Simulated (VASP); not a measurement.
# Cu (a cell with a defect) in VASP: single point with PBE

Aim: the single point of Cu (a cell with a defect) with PBE.

All numbers are computed with VASP 6.6.1; they aren't measurements. Logs are shortened: lines on timing, memory, paths and dates and some standing lists are left out, and cuts for length are marked.

**1. The cell of the first run**

The cell holds a defect, 15 atoms: a = 6.287 Å, b = 6.287 Å, c = 6.287 Å, α = 109.47°, β = 109.47°, γ = 109.47°.

**2. Single point, PBE**

File INCAR:

```
SYSTEM = Cu
PREC = Accurate
ENCUT = 520
EDIFF = 1E-6
ISMEAR = 0
SIGMA = 0.1
LREAL = Auto
LASPH = .True.
NELM = 80
ALGO = Normal
ISIF = 2
LWAVE = .False.
LCHARG = .True.
GGA = PE
LELF = .True.
LVHAR = .True.
NBANDS = 96
```

File KPOINTS:

```
Automatic mesh
0
Gamma
  5 5 5
  0 0 0
```

File POSCAR:

```
Cu
1.0
    3.6298028101      3.6298028101     -3.6298028101
   -3.6298028101     -3.6298028101     -3.6298028101
   -3.6298028101      3.6298028101      3.6298028101
Cu
15
Direct
    0.4979857990      0.5020142010      0.0000000000
    0.7500000000      0.2500000000      0.0000000000
    0.7500000000      0.7500000000      0.5000000000
    0.0020142010      0.7500000000      0.2479857990
    0.2500000000      0.5020142010      0.2479857990
    0.4979857990      0.2459715981      0.2479857990
    0.7459715981     -0.0020142010      0.2479857990
    0.0020142010     -0.0020142010      0.0000000000
    0.4979857990      0.7500000000      0.7520142010
    0.7540284019      0.5020142010      0.7520142010
    0.0020142010      0.5020142010      0.5040284019
    0.2500000000      0.2500000000      0.5000000000
    0.4979857990     -0.0020142010      0.4959715981
    0.0020142010      0.2540284019      0.7520142010
    0.2500000000     -0.0020142010      0.7520142010
```

Potentials or basis: VASP PAW PBE potentials, release 64 (Cu).

Run with:

```
$ cat potpaw_PBE.64/Cu/POTCAR > POTCAR
$ mpirun -np 1 vasp_std > vasp.out
```

OUTCAR:

```text
SYSTEM = Cu
   PREC = Accurate
   ENCUT = 520
   EDIFF = 1E-6
   ISMEAR = 0
   LREAL = Auto
   LASPH = .True.
   NELM = 80
   ISIF = 2
   GGA = PE

 ion  position               nearest neighbor table
   1  0.498  0.502  0.000-   5 2.55   7 2.55   9 2.55  14 2.55   3 2.57  12 2.57   2 2.59   6 2.59
                            10 2.59   4 2.59  15 2.59
   2  0.750  0.250  0.000-   6 2.57   7 2.57  10 2.57  14 2.57   4 2.57   5 2.57   9 2.57  15 2.57
                            11 2.59  13 2.59   8 2.59   1 2.59
   3  0.750  0.750  0.500-   7 2.57  10 2.57  11 2.57  13 2.57   8 2.57  15 2.57   1 2.57   5 2.57
                             6 2.59  14 2.59   9 2.59   4 2.59
   4  0.002  0.750  0.248-   5 2.55   8 2.55  10 2.55  13 2.55  12 2.57   2 2.57   3 2.59  11 2.59
                             7 2.59  15 2.59   1 2.59
   5  0.250  0.502  0.248-   1 2.55   4 2.55  13 2.55  14 2.55   3 2.57   2 2.57  12 2.59   6 2.59
                            11 2.59   8 2.59   9 2.59
   6  0.498  0.246  0.248-   8 2.55  15 2.55  13 2.55   7 2.55   2 2.57  12 2.57   3 2.59   5 2.59
                             1 2.59  11 2.59  10 2.59
   7  0.746  0.998  0.248-   1 2.55   9 2.55   6 2.55  13 2.55   3 2.57   2 2.57  12 2.59   4 2.59
                             8 2.59  11 2.59  14 2.59
   8  0.002  0.998  0.000-   4 2.55   6 2.55  10 2.55  15 2.55  12 2.57   3 2.57   2 2.59   7 2.59
                            14 2.59   5 2.59   9 2.59
   9  0.498  0.750  0.752-   1 2.55   7 2.55  11 2.55  15 2.55   2 2.57  12 2.57   3 2.59  10 2.59
                            13 2.59   5 2.59   8 2.59
  10  0.754  0.502  0.752-   4 2.55   8 2.55  11 2.55  14 2.55   2 2.57   3 2.57  12 2.59   9 2.59
                             1 2.59  13 2.59   6 2.59
  11  0.002  0.502  0.504-   9 2.55  15 2.55  14 2.55  10 2.55   3 2.57  12 2.57   2 2.59   4 2.59
                             5 2.59   7 2.59   6 2.59
  12  0.250  0.250  0.500-   6 2.57  11 2.57  13 2.57  14 2.57   9 2.57   1 2.57   8 2.57   4 2.57
                            10 2.59   7 2.59  15 2.59   5 2.59
  13  0.498  0.998  0.496-   4 2.55   5 2.55   6 2.55   7 2.55   3 2.57  12 2.57   2 2.59   9 2.59
                            15 2.59  10 2.59  14 2.59
  14  0.002  0.254  0.752-   1 2.55   5 2.55  10 2.55  11 2.55   2 2.57  12 2.57   3 2.59  15 2.59
                             8 2.59   7 2.59  13 2.59
  15  0.250  0.998  0.752-   6 2.55   8 2.55   9 2.55  11 2.55   2 2.57   3 2.57  12 2.59  14 2.59
                            13 2.59   4 2.59   1 2.59

  LATTYP: Found a body centered cubic cell.
 ALAT       =     7.2596056202

  Lattice vectors:

 A1 = (   3.6298028101,   3.6298028101,  -3.6298028101)
 A2 = (  -3.6298028101,  -3.6298028101,  -3.6298028101)
 A3 = (  -3.6298028101,   3.6298028101,   3.6298028101)

Analysis of symmetry for initial positions (statically):
=====================================================================
 Subroutine PRICEL returns:
[... 159 lines left out ...]
  Thomas-Fermi vector in A             =   2.661872
   LORBIT       =      0    0 simple, 1 ext, 2 COOP (PROOUT), +10 PAW based schemes
   GGA     = PE    functional components
   LHFCALC =     F    Hartree Fock is set to
   AEXX    =    0.0000 exact exchange contribution
   IVDW    =     0    specifies the selected vdW correction
   LEPSILON=     F    determine dielectric tensor
   LRPA    =     F    only Hartree local field effects (RPA)
 non-spin polarized calculation
 Gauss-broadening in eV      SIGMA  =   0.10
  energy-cutoff  :      520.00
  volume of cell :      191.30
 maximum number of plane-waves:      5233
   NGX = 23   NGY = 23   NGZ = 23

 number of electron     164.9999910 magnetization

 Free energy of the ion-electron system (eV)
  ---------------------------------------------------
  ext. energy  EPLUGINS =         0.00000000
  ---------------------------------------------------
  free energy    TOTEN  =       -54.83042272 eV

  energy without entropy =      -54.80459197  energy(sigma->0) =      -54.81750734

 E-fermi :   6.6352     XC(G=0): -12.2264

 val. band max:        6.6211066785   @ k =   0.0000   0.0000   0.0000
 cond. band min:       6.6709115456   @ k =  -0.4000  -0.4000   0.2000
 fundamental gap:      0.0498048671
 Fermi energy:         6.6352185596

 k-point     1 :       0.0000    0.0000    0.0000
  band No.  band energies     occupation
      1      -2.2226      2.00000
      2       1.9308      2.00000
      3       2.0761      2.00000
      4       2.0761      2.00000
      5       2.1227      2.00000
      6       2.1227      2.00000
[... 959 lines left out ...]
     93      11.7893      0.00000
     94      11.7893      0.00000
 [bands above 94 left out]

------------------------ aborting loop because EDIFF is reached ----------------------------------------

  FORCE on cell =-STRESS in cart. coord.  units (eV):
  Direction    XX          YY          ZZ          XY          YZ          ZX
  --------------------------------------------------------------------------------------
  -------------------------------------------------------------------------------------
  Total       -2.6847792     -2.6847792     -2.6847792      0.0000000      0.0000000     -0.0000000
  in kB      -22.4858893    -22.4858893    -22.4858893      0.0000000      0.0000000     -0.0000000
  external PRESSURE =     -22.4858893 kB  Pullay stress =       0.0000000 kB

 VOLUME and BASIS-vectors are now :
 -----------------------------------------------------------------------------
  energy-cutoff  :      520.00
  volume of cell :      191.30
      direct lattice vectors                 reciprocal lattice vectors
     3.629802810  3.629802810 -3.629802810     0.000000000  0.137748530 -0.137748530
    -3.629802810 -3.629802810 -3.629802810    -0.137748530  0.000000000 -0.137748530
    -3.629802810  3.629802810  3.629802810    -0.137748530  0.137748530  0.000000000

 POSITION                                       TOTAL-FORCE (eV/Angst)
 -----------------------------------------------------------------------------------
     -0.01462     -0.01462     -3.62980        -0.003047     -0.003047      0.000000
      1.81490      1.81490     -3.62980        -0.000000      0.000000      0.000000
     -1.81490      1.81490     -3.62980        -0.000000      0.000000      0.000000
     -3.61518     -1.81490     -1.82952         0.003047      0.000000     -0.003047
     -1.81490     -0.01462     -1.82952        -0.000000     -0.003047     -0.003047
      0.01462      1.81490     -1.80028         0.003047      0.000000      0.003047
     -1.81490     -0.01462     -5.43008        -0.000000     -0.003047      0.003047
     -3.61518     -3.61518     -3.62980         0.003047      0.003047      0.000000
     -3.64443      1.81490     -1.80028        -0.003047      0.000000      0.003047
     -1.81490      3.64443     -1.82952         0.000000      0.003047     -0.003047
     -3.64443      0.01462     -0.00000        -0.003047      0.003047      0.000000
     -1.81490      1.81490      0.00000        -0.000000      0.000000      0.000000
     -3.61518     -0.01462     -3.62980         0.003047     -0.003047     -0.000000
     -3.64443      1.81490      1.80028        -0.003047     -0.000000     -0.003047
     -5.44470      0.01462     -1.80028        -0.000000      0.003047      0.003047
 -----------------------------------------------------------------------------------
    total drift:                                0.000000      0.000000      0.000000

  FREE ENERGIE OF THE ION-ELECTRON SYSTEM (eV)
  ---------------------------------------------------
  free  energy   TOTEN  =       -54.8304227184 eV

  energy  without entropy=      -54.8045919664  energy(sigma->0) =      -54.81750734
```

OSZICAR:

```text
N       E                     dE             d eps       ncg     rms          rms(c)
DAV:   1     0.172541319134E+04    0.17254E+04   -0.68233E+04  1920   0.301E+03
DAV:   2     0.234614890235E+03   -0.14908E+04   -0.14561E+04  1920   0.611E+02
DAV:   3    -0.503960733228E+02   -0.28501E+03   -0.26685E+03  1920   0.288E+02
DAV:   4    -0.675626873607E+02   -0.17167E+02   -0.16621E+02  2072   0.988E+01
DAV:   5    -0.679007265150E+02   -0.33804E+00   -0.33719E+00  2192   0.154E+01    0.295E+01
DAV:   6    -0.605694553303E+02    0.73313E+01   -0.16034E+02  2080   0.138E+02    0.160E+01
DAV:   7    -0.548347039814E+02    0.57348E+01   -0.29747E+01  2144   0.677E+01    0.267E+00
DAV:   8    -0.549289066895E+02   -0.94203E-01   -0.29025E+00  2216   0.301E+01    0.201E+00
DAV:   9    -0.549001952408E+02    0.28711E-01   -0.62699E-01  2160   0.110E+01    0.194E+00
DAV:  10    -0.548295317210E+02    0.70664E-01   -0.24909E-01  2104   0.544E+00    0.229E-01
DAV:  11    -0.548317159442E+02   -0.21842E-02   -0.29887E-02  2120   0.172E+00    0.282E-01
DAV:  12    -0.548304081164E+02    0.13078E-02   -0.53790E-03  2136   0.108E+00    0.102E-01
DAV:  13    -0.548304848763E+02   -0.76760E-04   -0.23069E-03  2192   0.573E-01    0.543E-02
DAV:  14    -0.548304401359E+02    0.44740E-04   -0.43850E-04  2184   0.310E-01    0.289E-02
DAV:  15    -0.548304226817E+02    0.17454E-04   -0.14084E-04  2080   0.159E-01    0.758E-03
DAV:  16    -0.548304238635E+02   -0.11818E-05   -0.19597E-05  2144   0.425E-02    0.106E-02
DAV:  17    -0.548304222730E+02    0.15905E-05   -0.76936E-06  2048   0.421E-02    0.286E-03
DAV:  18    -0.548304227184E+02   -0.44540E-06   -0.22567E-06  1408   0.137E-02
   1 F= -.54830423E+02 E0= -.54817507E+02  d E =-.258308E-01
```

stdout:

```text
POSCAR found type information on POSCAR Cu
 POSCAR found :  1 types and      15 ions
 scaLAPACK will be used
 LDA part: xc-table for (Slater+PW92), standard interpolation
 POSCAR, INCAR and KPOINTS ok, starting setup
 FFT: planning ... GRIDC
 FFT: planning ... GRID_SOFT
 FFT: planning ... GRID
 WAVECAR not read
 entering main loop
```

It took 5.2 min on 1 thread of Intel Xeon Platinum 8488C (Sapphire Rapids), shared host; peak memory 0.4 GiB.

Results:

* Free energy: -54.8304 eV
* Pressure: -2.2 GPa
* Largest force: 0.004 eV/Å

Forces on the atoms (eV/Å):
```
Cu  -0.003 -0.003  0.000
Cu   0.000  0.000  0.000
Cu   0.000  0.000  0.000
Cu   0.003  0.000 -0.003
Cu   0.000 -0.003 -0.003
Cu   0.003  0.000  0.003
Cu   0.000 -0.003  0.003
Cu   0.003  0.003  0.000
Cu  -0.003  0.000  0.003
Cu   0.000  0.003 -0.003
Cu  -0.003  0.003  0.000
Cu   0.000  0.000  0.000
Cu   0.003 -0.003  0.000
Cu  -0.003  0.000 -0.003
Cu   0.000  0.003  0.003
```
